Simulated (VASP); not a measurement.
# GaAs (F-43m) in VASP: further runs, part 2 of 2

VASP 6.6.1. Earlier steps stand in the parts before.

## 3. Single point, r2SCAN50

This run uses another cell than the first one, of 21.23 Å³/atom.

Contents of POSCAR:

```
GaAs
1.0
    0.0000000000      2.7691429914      2.7691429914
    2.7691429914      0.0000000000      2.7691429914
    2.7691429914      2.7691429914      0.0000000000
As Ga
1 1
Direct
    0.7500000000      0.7500000000      0.7500000000
    0.0000000000      0.0000000000      0.0000000000
```

Contents of INCAR.step1:

```
ALGO = Normal
EDIFF = 1E-5
ENCUT = 440
GGA = PE
GGA_COMPAT = False
ISIF = 2
ISMEAR = -1
LASPH = True
LCHARG = False
LREAL = False
LWAVE = True
NBANDS = 21
NELM = 120
PREC = Accurate
SIGMA = 0.05
```

Contents of INCAR.step2:

```
AEXX = 0.5
ALGO = Normal
EDIFF = 1E-6
ENCUT = 440
GGA_COMPAT = False
ISIF = 2
ISMEAR = -1
ISTART = 1
LASPH = True
LCHARG = False
LHFCALC = True
LMIXTAU = True
LREAL = False
LWAVE = False
METAGGA = R2SCAN
NBANDS = 21
NELM = 120
PREC = Accurate
PRECFOCK = Normal
SIGMA = 0.05
```

Contents of KPOINTS:

```
k-points
0
Gamma
  4 4 4
```

Potentials or basis: VASP PAW PBE potentials, release 64 (As_d, Ga_d).

The run is started by

```
$ cat potpaw_PBE.64/As_d/POTCAR potpaw_PBE.64/Ga_d/POTCAR > POTCAR
$ cp INCAR.step1 INCAR
$ mpirun -np 1 vasp_std > vasp.out
$ cp INCAR.step2 INCAR
$ mpirun -np 1 vasp_std > vasp.out
```

OUTCAR:

```text
AEXX = 0.5
   EDIFF = 1E-6
   ENCUT = 440
   ISIF = 2
   ISMEAR = -1
   ISTART = 1
   LASPH = True
   LHFCALC = True
   LREAL = False
   METAGGA = R2SCAN
   NELM = 120
   PREC = Accurate
   PRECFOCK = Normal

 ion  position               nearest neighbor table
   1  0.750  0.750  0.750-   2 2.40   2 2.40   2 2.40   2 2.40
   2  0.000  0.000  0.000-   1 2.40   1 2.40   1 2.40   1 2.40

  LATTYP: Found a face centered cubic cell.
 ALAT       =     5.5382859828

  Lattice vectors:

 A1 = (   0.0000000000,   2.7691429914,   2.7691429914)
 A2 = (   2.7691429914,   0.0000000000,   2.7691429914)
 A3 = (   2.7691429914,   2.7691429914,   0.0000000000)

Analysis of symmetry for initial positions (statically):
=====================================================================
 Subroutine PRICEL returns:
 Original cell was already a primitive cell.

 Routine SETGRP: Setting up the symmetry group for a
 face centered cubic supercell.

 Subroutine GETGRP returns: Found 24 space group operations
 (whereof 24 operations were pure point group operations)
 out of a pool of 48 trial point group operations.

The static configuration has the point symmetry T_d .

Analysis of symmetry for dynamics (positions and initial velocities):
=====================================================================
 Subroutine PRICEL returns:
 Original cell was already a primitive cell.

 Routine SETGRP: Setting up the symmetry group for a
 face centered cubic supercell.

 Subroutine GETGRP returns: Found 24 space group operations
 (whereof 24 operations were pure point group operations)
 out of a pool of 48 trial point group operations.

The dynamic configuration has the point symmetry T_d .

 Subroutine INISYM returns: Found 24 space group operations
 (whereof 24 operations are pure point group operations),
 and found     1 'primitive' translations

----------------------------------------------------------------------------------------

                                     Primitive cell

  volume of cell :      42.4684

  direct lattice vectors                    reciprocal lattice vectors
     0.000000000  2.769142991  2.769142991    -0.180561279  0.180561279  0.180561279
     2.769142991  0.000000000  2.769142991     0.180561279 -0.180561279  0.180561279
     2.769142991  2.769142991  0.000000000     0.180561279  0.180561279 -0.180561279

  length of vectors
     3.916159575  3.916159575  3.916159575     0.312741309  0.312741309  0.312741309

  position of ions in fractional coordinates (direct lattice)
     0.750000000  0.750000000  0.750000000
     0.000000000  0.000000000  0.000000000

  ion indices of the primitive-cell ions
   primitive index   ion index
                 1           1
                 2           2

----------------------------------------------------------------------------------------

 KPOINTS: k-points

Automatic generation of k-mesh.
 Grid dimensions read from file:
 generate k-points for:    4    4    4

 Generating k-lattice:

  Cartesian coordinates                     Fractional coordinates (reciprocal lattice)
    -0.045140320  0.045140320  0.045140320     0.250000000  0.000000000  0.000000000
     0.045140320 -0.045140320  0.045140320     0.000000000  0.250000000  0.000000000
     0.045140320  0.045140320 -0.045140320     0.000000000  0.000000000  0.250000000

  Length of vectors
     0.078185327  0.078185327  0.078185327

  Shift w.r.t. Gamma in fractional coordinates (k-lattice)
     0.000000000  0.000000000  0.000000000

 Subroutine IBZKPT returns following result:
 ===========================================

 Found      8 irreducible k-points:

 Following reciprocal coordinates:
            Coordinates               Weight
  0.000000  0.000000  0.000000      1.000000
  0.250000  0.000000  0.000000      8.000000
  0.500000  0.000000  0.000000      4.000000
  0.250000  0.250000  0.000000      6.000000
  0.500000  0.250000  0.000000     24.000000
 -0.250000  0.250000  0.000000     12.000000
  0.500000  0.500000  0.000000      3.000000
 -0.250000  0.500000  0.250000      6.000000
   k-points           NKPTS =      8   k-points in BZ     NKDIM =     64   number of bands    NBANDS=     21
   number of dos      NEDOS =    301   number of ions     NIONS =      2
   total plane-waves  NPLWV =  21952
   dimension x,y,z NGX =    28 NGY =   28 NGZ =   28
   dimension x,y,z NGXF=    56 NGYF=   56 NGZF=   56
   ions per type =               1   1
   NGX,Y,Z   is equivalent  to a cutoff of  11.89, 11.89, 11.89 a.u.
   NGXF,Y,Z  is equivalent  to a cutoff of  23.77, 23.77, 23.77 a.u.
 SYSTEM =  unknown system
   PREC   = accura    normal or accurate (medium, high low for compatibility)
   ISTART =      1    job   : 0-new  1-cont  2-samecut
   ICHARG =      0    charge: 1-file 2-atom 10-const
   ISPIN  =      1    spin polarized calculation?
   LNONCOLLINEAR =      F non collinear calculations
   LSORBIT =      F    spin-orbit coupling
   LASPH  =      T    aspherical Exc in radial PAW
   ENCUT  =  440.0 eV  32.34 Ry    5.69 a.u.   6.70  6.70  6.70*2*pi/ulx,y,z
   NELM   =    120;   NELMIN=  2; NELMDL=  0     # of ELM steps
   EDIFF  = 0.1E-05   stopping-criterion for ELM
   LREAL  =      F    real-space projection
   EDIFFG = 0.1E-04   stopping-criterion for IOM
   NSW    =      0    number of steps for IOM
   IBRION =     -1    ionic relax: 0-MD 1-quasi-New 2-CG
   NFREE  =      0    steps in history (QN), initial steepest desc. (CG)
   ISIF   =      2    stress and relaxation
   ISYM   =      3    0-nonsym 1-usesym 2-fastsym
   POTIM  = 0.5000    time-step for ionic-motion
   TEBEG  =    0.0;   TEEND  =   0.0 temperature during run
   PSTRESS=    0.0 pullay stress
   NELECT =      28.0000    total number of electrons
   NUPDOWN=      -1.0000    fix difference up-down
   EMIN   =  10.00;   EMAX   =-10.00  energy-range for DOS
   EFERMI =   0.00;   METHOD = LEGACY
   ISMEAR =    -1;   SIGMA  =   0.05  broadening in eV -4-tet -1-fermi 0-gaus
   EFERMI_NEDOS =   21; number of points for ismear=-14 and -15
   IALGO  =     38    algorithm
   IMIX   =      1    mixing-type and parameters
     AMIX     =   0.40;   BMIX     =  1.00
     AMIX_MAG =   1.60;   BMIX_MAG =  1.00
  volume/ion in A,a.u.               =      21.23       143.30
  Fermi-wavevector in a.u.,A,eV,Ry     =   1.424860  2.692595 27.622893  2.030225
  Thomas-Fermi vector in A             =   2.545306
   LORBIT       =      0    0 simple, 1 ext, 2 COOP (PROOUT), +10 PAW based schemes
   METAGGA = R2SCAN    functional components
   LHFCALC =     T    Hartree Fock is set to
   PRECFOCK=normal    Normal, Fast or Accurate (Low or Medium for compatibility)
   ENCUT4O =  -1.0   cutoff for four orbital integrals eV
   NKREDX  =     1    reduce k-point grid by
   NKREDY  =     1    reduce k-point grid by
   NKREDZ  =     1    reduce k-point grid by
   AEXX    =    0.5000 exact exchange contribution
   HFSCREEN=    0.0000 screening length (either q_TF or 0.3 A-1)
   HFSCREENC=   0.0000 screening length for correlation (either q_TF or 0.3 A-1)
   ENCUTFOCK=  -1.0 apply spherical cutoff to Coloumb kernel
   IVDW    =     0    specifies the selected vdW correction
   LEPSILON=     F    determine dielectric tensor
   LRPA    =     F    only Hartree local field effects (RPA)
 non-spin polarized calculation
  energy-cutoff  :      440.00
  volume of cell :       42.47
 maximum number of plane-waves:       896
 NGX is ok and might be reduce to    28
  NGX = 24; NGY = 24; NGZ = 24

 number of electron      28.0000014 magnetization

 Free energy of the ion-electron system (eV)
  ---------------------------------------------------
  ext. energy  EPLUGINS =         0.00000000
  ---------------------------------------------------
  free energy    TOTEN  =       -23.31602374 eV

  energy without entropy =      -23.31602374  energy(sigma->0) =      -23.31602374

 E-fermi :   3.0903     XC(G=0):  -6.1452

 val. band max:        2.0349462252   @ k =   0.0000   0.0000   0.0000
 cond. band min:       6.1503792670   @ k =   0.5000   0.5000   0.0000
 fundamental gap:      4.1154330418
 Fermi energy:         3.0903203127

 k-point     1 :       0.0000    0.0000    0.0000
  band No.  band energies     occupation
      1     -40.5712      2.00000
      2     -40.5712      2.00000
      3     -40.5712      2.00000
      4     -40.5557      2.00000
      5     -40.5557      2.00000
      6     -18.3488      2.00000
[... 166 lines left out ...]
      5     -40.5549      2.00000
      6     -18.4146      2.00000
[... 13 lines left out ...]
     20      19.1749      0.00000
     21      19.9934      0.00000

------------------------ aborting loop because EDIFF is reached ----------------------------------------

  FORCE on cell =-STRESS in cart. coord.  units (eV):
  Direction    XX          YY          ZZ          XY          YZ          ZX
  --------------------------------------------------------------------------------------
  -------------------------------------------------------------------------------------
  Total        1.1183220      1.1183220      1.1183220      0.0000000     -0.0000000      0.0000000
  in kB       42.1901750     42.1901750     42.1901750      0.0000000     -0.0000000      0.0000000
  external PRESSURE =      42.1901750 kB  Pullay stress =       0.0000000 kB

 VOLUME and BASIS-vectors are now :
 -----------------------------------------------------------------------------
  energy-cutoff  :      440.00
  volume of cell :       42.47
      direct lattice vectors                 reciprocal lattice vectors
     0.000000000  2.769142991  2.769142991    -0.180561279  0.180561279  0.180561279
     2.769142991  0.000000000  2.769142991     0.180561279 -0.180561279  0.180561279
     2.769142991  2.769142991  0.000000000     0.180561279  0.180561279 -0.180561279

 POSITION                                       TOTAL-FORCE (eV/Angst)
 -----------------------------------------------------------------------------------
      4.15371      4.15371      4.15371        -0.000000     -0.000000     -0.000000
      0.00000      0.00000      0.00000         0.000000      0.000000      0.000000
 -----------------------------------------------------------------------------------
    total drift:                                0.000008     -0.000024     -0.000023

  FREE ENERGIE OF THE ION-ELECTRON SYSTEM (eV)
  ---------------------------------------------------
  free  energy   TOTEN  =       -23.3160237408 eV

  energy  without entropy=      -23.3160237407  energy(sigma->0) =      -23.31602374
```

Run time: 11 min. Hardware: 1 thread of Intel Xeon Platinum 8375C at 2.90GHz (Ice Lake), shared host; peak memory 0.18 GiB.

Results:

```
Free energy            : -23.3160 eV
Pressure               : 4.2 GPa
Band gap on the k mesh : 4.12 eV (least direct gap 4.51 eV)
```

Caveat: the k points lie up to 0.49 Å⁻¹ apart; the PAW data sets were made with another functional, which shifts forces and pressure a little. A k mesh can miss the band edges.

## 4. Single point, PBEsol-based global hybrid with 25 % exact exchange

This run uses another cell than the first one, of 22.59 Å³/atom.

Contents of POSCAR:

```
GaAs
1.0
    0.0000000000      2.8268500000      2.8268500000
    2.8268500000      0.0000000000      2.8268500000
    2.8268500000      2.8268500000      0.0000000000
As Ga
1 1
Direct
    0.7500000000      0.7500000000      0.7500000000
    0.0000000000      0.0000000000      0.0000000000
```

Contents of INCAR.step1:

```
SYSTEM = GaAs
ALGO = Normal
EDIFF = 1E-5
ENCUT = 400
GGA = PE
GGA_COMPAT = .FALSE.
ISIF = 2
ISMEAR = -1
LASPH = .TRUE.
LCHARG = .FALSE.
LREAL = .FALSE.
LWAVE = .TRUE.
NBANDS = 21
NELM = 120
PREC = Accurate
SIGMA = 0.05
```

Contents of INCAR.step2:

```
SYSTEM = GaAs
AEXX = 0.25
ALGO = Normal
EDIFF = 1E-6
ENCUT = 400
GGA = PS
GGA_COMPAT = .FALSE.
ISIF = 2
ISMEAR = -1
ISTART = 1
LASPH = .TRUE.
LCHARG = .FALSE.
LHFCALC = .TRUE.
LREAL = .FALSE.
LWAVE = .FALSE.
NBANDS = 21
NELM = 120
PREC = Accurate
PRECFOCK = Normal
SIGMA = 0.05
```

Contents of KPOINTS:

```
k-points
0
G
  4 4 4
  0 0 0
```

The run is started by

```
$ cat potpaw_PBE.64/As_d/POTCAR potpaw_PBE.64/Ga_d/POTCAR > POTCAR
$ cp INCAR.step1 INCAR
$ mpirun -np 1 vasp_std > vasp.out
$ cp INCAR.step2 INCAR
$ mpirun -np 1 vasp_std > vasp.out
```

Wall time 11 min (1 thread of AMD EPYC 7R43 (Zen 3), shared host); peak memory 0.12 GiB.

Results (log left out):

```yaml
Free_energy: -11.2333 eV
Pressure: -1.3 GPa
Band_gap_on_the_k_mesh: 2.09 eV
```

Levels at points of the mesh, in eV from the valence-band top:
| k point | band 11 | band 12 | band 13 | band 14 | band 15 | band 16 | band 17 | band 18 |
| --- | --- | --- | --- | --- | --- | --- | --- | --- |
| (0.00, 0.00, 0.00) | -14.03 | 0.00 | 0.00 | 0.00 | 2.09 | 5.25 | 5.25 | 5.25 |
| (0.50, 0.00, 0.00) | -12.09 | -7.30 | -1.25 | -1.25 | 2.44 | 6.17 | 6.17 | 9.24 |
| (0.50, 0.50, 0.00) | -11.26 | -7.47 | -2.95 | -2.95 | 2.70 | 3.00 | 12.27 | 12.27 |

Caveat: the k points lie up to 0.48 Å⁻¹ apart; the PAW data sets were made with another functional, which shifts forces and pressure a little. A k mesh can miss the band edges.

## 5. Summary

```tsv
level	cell	cutoff (eV)	share of exact exchange	gap on the mesh (eV)	pressure (GPa)
HF	a = 4.076 Å, angles 60.0°, 2 atoms	400	1	7.15	-0.8
r2SCAN50	a = 3.916 Å, angles 60.0°, 2 atoms	440	0.5	4.12	4.2
PBEsol-based global hybrid with 25 % exact exchange	a = 3.998 Å, angles 60.0°, 2 atoms	400	0.25	2.09	-1.3
```

Alike in all rows: task single point; potentials or basis VASP PAW PBE potentials, release 64 (As_d, Ga_d); no spin polarisation; k mesh 4 × 4 × 4; smearing fermi-dirac 0.05 eV.

Caveats: all runs use coarse meshes; the PAW data sets were made with another functional, which shifts forces and pressure a little.

Total energies depend on the potentials used, so only differences within one code and one set of settings carry meaning.
